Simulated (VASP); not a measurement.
# BN (R3m) in VASP: notebook

The runs below take BN through single point, with PBE+D3(BJ).

Program: VASP 6.6.1. These are calculated values, not measurements. Logs are shortened: lines on timing, memory, paths and dates and some standing lists are left out, and cuts for length are marked.

**1. The cell of the first run**

It takes space group R3m (No. 160, trigonal). Conventional cell: a = 2.606 Å, b = 2.606 Å, c = 9.094 Å, α = 90.00°, β = 90.00°, γ = 120.00°. Within 2.0 Å of B (site symmetry 3m) lie 3 N at 1.50 Å. N (site symmetry 3m) has 3 B at 1.50 Å within 2.0 Å.

**2. Single point, PBE+D3(BJ) (strain +0.040 along x and y, -0.080 along z)**

INCAR reads:

```
  PREC = Accurate
  ENCUT = 520
  EDIFF = 1E-7
  ISMEAR = 0
  SIGMA = 0.05
  LREAL = False
  LASPH = True
  NELM = 60
  ALGO = Normal
  ISIF = 2
  LWAVE = False
  LCHARG = True
  GGA = PE
  IVDW = 12
  LELF = True
  LVHAR = True
  NBANDS = 11
```

KPOINTS reads:

```
regular mesh
0
Gamma
  12 12 12
```

POSCAR reads:

```
BN
1.0
    1.3031791757      0.7523908479      3.0312937698
   -1.3031791757      0.7523908479      3.0312937698
    0.0000000000     -1.5047816958      3.0312937698
B N
1 1
Direct
    0.9996975446      0.9996975446      0.9996975446
    0.3327354554      0.3327354554      0.3327354554
```

Potentials or basis: VASP PAW PBE potentials, release 64 (B, N).

Started as:

```console
$ cat potpaw_PBE.64/B/POTCAR potpaw_PBE.64/N/POTCAR > POTCAR
$ mpirun -np 1 vasp_std > vasp.out
```

OUTCAR:

```text
PREC = Accurate
   ENCUT = 520
   EDIFF = 1E-7
   ISMEAR = 0
   LREAL = False
   LASPH = True
   NELM = 60
   ISIF = 2
   GGA = PE
   IVDW = 12
 IVDW          = 12

 ion  position               nearest neighbor table
   1  1.000  1.000  1.000-   2 1.50   2 1.50   2 1.50
   2  0.333  0.333  0.333-   1 1.50   1 1.50   1 1.50

  LATTYP: Found a trigonal (rhomboedric) cell.
 ALAT       =     3.3842443574
 COS(alpha) =     0.7034384576

  Lattice vectors:

 A1 = (   1.3031791757,   0.7523908479,   3.0312937698)
 A2 = (  -1.3031791757,   0.7523908479,   3.0312937698)
 A3 = (   0.0000000000,  -1.5047816958,   3.0312937698)

Analysis of symmetry for initial positions (statically):
=====================================================================
 Subroutine PRICEL returns:
 Original cell was already a primitive cell.

 Routine SETGRP: Setting up the symmetry group for a
 trigonal (rhombohedral) supercell.

 Subroutine GETGRP returns: Found  6 space group operations
 (whereof  6 operations were pure point group operations)
 out of a pool of 12 trial point group operations.

The static configuration has the point symmetry C_3v.

Analysis of symmetry for dynamics (positions and initial velocities):
=====================================================================
 Subroutine PRICEL returns:
 Original cell was already a primitive cell.

 Routine SETGRP: Setting up the symmetry group for a
 trigonal (rhombohedral) supercell.

 Subroutine GETGRP returns: Found  6 space group operations
 (whereof  6 operations were pure point group operations)
 out of a pool of 12 trial point group operations.

The dynamic configuration has the point symmetry C_3v.

 Subroutine INISYM returns: Found  6 space group operations
 (whereof  6 operations are pure point group operations),
 and found     1 'primitive' translations

----------------------------------------------------------------------------------------

                                     Primitive cell

  volume of cell :      17.8331

  direct lattice vectors                    reciprocal lattice vectors
     1.303179176  0.752390848  3.031293770     0.383677095  0.221516074  0.109964048
    -1.303179176  0.752390848  3.031293770    -0.383677095  0.221516074  0.109964048
     0.000000000 -1.504781696  3.031293770     0.000000000 -0.443032148  0.109964048

  length of vectors
     3.384244357  3.384244357  3.384244357     0.456475165  0.456475165  0.456475165

  position of ions in fractional coordinates (direct lattice)
     0.999697545  0.999697545  0.999697545
     0.332735455  0.332735455  0.332735455

  ion indices of the primitive-cell ions
   primitive index   ion index
                 1           1
                 2           2

----------------------------------------------------------------------------------------

 KPOINTS: regular mesh

Automatic generation of k-mesh.
 Grid dimensions read from file:
 generate k-points for:   12   12   12

 Generating k-lattice:

  Cartesian coordinates                     Fractional coordinates (reciprocal lattice)
     0.031973091  0.018459673  0.009163671     0.083333333  0.000000000  0.000000000
    -0.031973091  0.018459673  0.009163671     0.000000000  0.083333333  0.000000000
     0.000000000 -0.036919346  0.009163671     0.000000000  0.000000000  0.083333333

  Length of vectors
     0.038039597  0.038039597  0.038039597

  Shift w.r.t. Gamma in fractional coordinates (k-lattice)
     0.000000000  0.000000000  0.000000000

 Subroutine IBZKPT returns following result:
 ===========================================

 Found    189 irreducible k-points:

 Following reciprocal coordinates:
            Coordinates               Weight
  0.000000  0.000000  0.000000      1.000000
  0.083333  0.000000  0.000000      6.000000
  0.166667 -0.000000 -0.000000      6.000000
  0.250000  0.000000 -0.000000      6.000000
  0.333333  0.000000 -0.000000      6.000000
  0.416667 -0.000000  0.000000      6.000000
[... 16 lines left out ...]
  0.500000  0.166667  0.000000     12.000000
 -0.416667  0.166667  0.000000     12.000000
 [... further k-points ...]
   k-points           NKPTS =    189   k-points in BZ     NKDIM =    189   number of bands    NBANDS=     11
   number of dos      NEDOS =    301   number of ions     NIONS =      2
   total plane-waves  NPLWV =  21952
   dimension x,y,z NGX =    28 NGY =   28 NGZ =   28
   dimension x,y,z NGXF=    56 NGYF=   56 NGZF=   56
   ions per type =               1   1
   NGX,Y,Z   is equivalent  to a cutoff of  13.75, 13.75, 13.75 a.u.
   NGXF,Y,Z  is equivalent  to a cutoff of  27.51, 27.51, 27.51 a.u.
 SYSTEM =  unknown system
   PREC   = accura    normal or accurate (medium, high low for compatibility)
   ISTART =      0    job   : 0-new  1-cont  2-samecut
   ICHARG =      2    charge: 1-file 2-atom 10-const
   ISPIN  =      1    spin polarized calculation?
   LNONCOLLINEAR =      F non collinear calculations
   LSORBIT =      F    spin-orbit coupling
   LASPH  =      T    aspherical Exc in radial PAW
   ENCUT  =  520.0 eV  38.22 Ry    6.18 a.u.   6.29  6.29  6.29*2*pi/ulx,y,z
   NELM   =     60;   NELMIN=  2; NELMDL= -5     # of ELM steps
   EDIFF  = 0.1E-06   stopping-criterion for ELM
   LREAL  =      F    real-space projection
   EDIFFG = 0.1E-05   stopping-criterion for IOM
   NSW    =      0    number of steps for IOM
   IBRION =     -1    ionic relax: 0-MD 1-quasi-New 2-CG
   NFREE  =      0    steps in history (QN), initial steepest desc. (CG)
   ISIF   =      2    stress and relaxation
   ISYM   =      2    0-nonsym 1-usesym 2-fastsym
   POTIM  = 0.5000    time-step for ionic-motion
   TEBEG  =    0.0;   TEEND  =   0.0 temperature during run
   PSTRESS=    0.0 pullay stress
   NELECT =       8.0000    total number of electrons
   NUPDOWN=      -1.0000    fix difference up-down
   EMIN   =  10.00;   EMAX   =-10.00  energy-range for DOS
   EFERMI =   0.00;   METHOD = LEGACY
   ISMEAR =     0;   SIGMA  =   0.05  broadening in eV -4-tet -1-fermi 0-gaus
   EFERMI_NEDOS =   21; number of points for ismear=-14 and -15
   IALGO  =     38    algorithm
   IMIX   =      4    mixing-type and parameters
     AMIX     =   0.40;   BMIX     =  1.00
     AMIX_MAG =   1.60;   BMIX_MAG =  1.00
  volume/ion in A,a.u.               =       8.92        60.17
  Fermi-wavevector in a.u.,A,eV,Ry     =   1.253225  2.368253 21.368955  1.570574
  Thomas-Fermi vector in A             =   2.387088
   LORBIT       =      0    0 simple, 1 ext, 2 COOP (PROOUT), +10 PAW based schemes
   GGA     = PE    functional components
   LHFCALC =     F    Hartree Fock is set to
   AEXX    =    0.0000 exact exchange contribution
   IVDW    =    12    specifies the selected vdW correction
   LEPSILON=     F    determine dielectric tensor
   LRPA    =     F    only Hartree local field effects (RPA)
 non-spin polarized calculation
 Gauss-broadening in eV      SIGMA  =   0.05
  energy-cutoff  :      520.00
  volume of cell :       17.83
 maximum number of plane-waves:       492
 NGX is ok and might be reduce to    28
   NGX = 13   NGY = 13   NGZ = 13

 number of electron       8.0000000 magnetization

 Free energy of the ion-electron system (eV)
  ---------------------------------------------------
  ext. energy  EPLUGINS =         0.00000000
  ---------------------------------------------------
  free energy    TOTEN  =       -17.37988591 eV

  energy without entropy =      -17.37988591  energy(sigma->0) =      -17.37988591

 E-fermi :   2.8280     XC(G=0): -10.4180

 val. band max:        2.5998877312   @ k =  -0.1667   0.4167   0.0833
 cond. band min:       6.3062195689   @ k =   0.5000   0.5000  -0.0000
 fundamental gap:      3.7063318377
 Fermi energy:         2.8279940389

 k-point     1 :       0.0000    0.0000    0.0000
  band No.  band energies     occupation
      1     -14.7370      2.00000
      2      -0.3233      2.00000
      3       1.1134      2.00000
      4       1.1134      2.00000
      5       8.2170      0.00000
      6      13.2304      0.00000
      7      13.2304      0.00000
      8      14.3567      0.00000
      9      16.1061      0.00000
     10      26.7424      0.00000
     11      29.3244      0.00000

 k-point     2 :       0.0833    0.0000    0.0000
  band No.  band energies     occupation
      1     -14.6070      2.00000
      2      -0.2190      2.00000
      3       0.5654      2.00000
      4       0.8913      2.00000
      5       8.5276      0.00000
      6      13.1582      0.00000
      7      13.7510      0.00000
      8      13.9640      0.00000
      9      16.4735      0.00000
     10      26.9680      0.00000
     11      27.7229      0.00000

 k-point     3 :       0.1667   -0.0000   -0.0000
  band No.  band energies     occupation
      1     -14.2250      2.00000
      2      -0.8104      2.00000
      3       0.1145      2.00000
      4       0.3468      2.00000
      5       9.2506      0.00000
      6      12.7304      0.00000
      7      13.2525      0.00000
      8      15.1697      0.00000
      9      17.4066      0.00000
     10      24.8487      0.00000
     11      26.0091      0.00000
[... 267 lines left out ...]
 k-point    23 :       0.5000    0.1667    0.0000
  band No.  band energies     occupation
      1     -11.8260      2.00000
      2      -5.2692      2.00000
      3      -2.4491      2.00000
      4       1.8136      2.00000
      5       7.9661      0.00000
      6      13.2217      0.00000
      7      15.3987      0.00000
      8      17.2728      0.00000
      9      19.9713      0.00000
     10      22.1081      0.00000
     11      25.0024      0.00000

 k-point    24 :      -0.4167    0.1667    0.0000
  band No.  band energies     occupation
      1     -11.5619      2.00000
      2      -5.6999      2.00000
      3      -2.6093      2.00000
      4       2.3752      2.00000
      5       7.4822      0.00000
      6      13.0670      0.00000
      7      15.6704      0.00000
      8      16.8310      0.00000
      9      20.2784      0.00000
     10      22.3699      0.00000
     11      25.0491      0.00000

 [... further k-points ...]

------------------------ aborting loop because EDIFF is reached ----------------------------------------

 Edisp (eV)   -0.29062

 E8    (eV) :    -0.0861

  FORCE on cell =-STRESS in cart. coord.  units (eV):
  Direction    XX          YY          ZZ          XY          YZ          ZX
  --------------------------------------------------------------------------------------
  -------------------------------------------------------------------------------------
  Total      -4.31656    -4.31656     0.40191     0.00000     0.00000     0.00000
  in kB    -387.81255  -387.81255    36.10842     0.00000     0.00000     0.00000
  external pressure =     -246.51 kB  Pullay stress =        0.00 kB

 VOLUME and BASIS-vectors are now :
 -----------------------------------------------------------------------------
  energy-cutoff  :      520.00
  volume of cell :       17.83
      direct lattice vectors                 reciprocal lattice vectors
     1.303179176  0.752390848  3.031293770     0.383677095  0.221516074  0.109964048
    -1.303179176  0.752390848  3.031293770    -0.383677095  0.221516074  0.109964048
     0.000000000 -1.504781696  3.031293770     0.000000000 -0.443032148  0.109964048

 POSITION                                       TOTAL-FORCE (eV/Angst)
 -----------------------------------------------------------------------------------
      0.00000      0.00000      9.09113         0.000000     -0.000000      0.081188
      0.00000      0.00000      3.02586         0.000000      0.000000     -0.081188
 -----------------------------------------------------------------------------------
    total drift:                                0.000000     -0.000000      0.000050

  FREE ENERGIE OF THE ION-ELECTRON SYSTEM (eV)
  ---------------------------------------------------
  free  energy   TOTEN  =       -17.6705095881 eV

  energy  without entropy=      -17.6705095881  energy(sigma->0) =      -17.67050959
```

Run time: 23 s. Hardware: 1 thread of Intel Xeon 6975P-C, shared host; peak memory 0.19 GiB.

What came out:

| Property | Result |
| --- | --- |
| Free energy | -17.6705 eV |
| Pressure | -24.7 GPa |
| Largest force | 0.081 eV/Å |
| Band gap on the k mesh | 3.71 eV, indirect (least direct gap 4.45 eV) |
| Dispersion energy per atom | -0.145 eV |

Forces in eV/Å, atoms in the order of the input:
```
B    0.000  0.000  0.081
N    0.000  0.000 -0.081
```

Caveat: the cell differs from its parent crystal (strain +0.040 along x and y, -0.080 along z). A k mesh can miss the band edges.

[end of part 1 of 2]
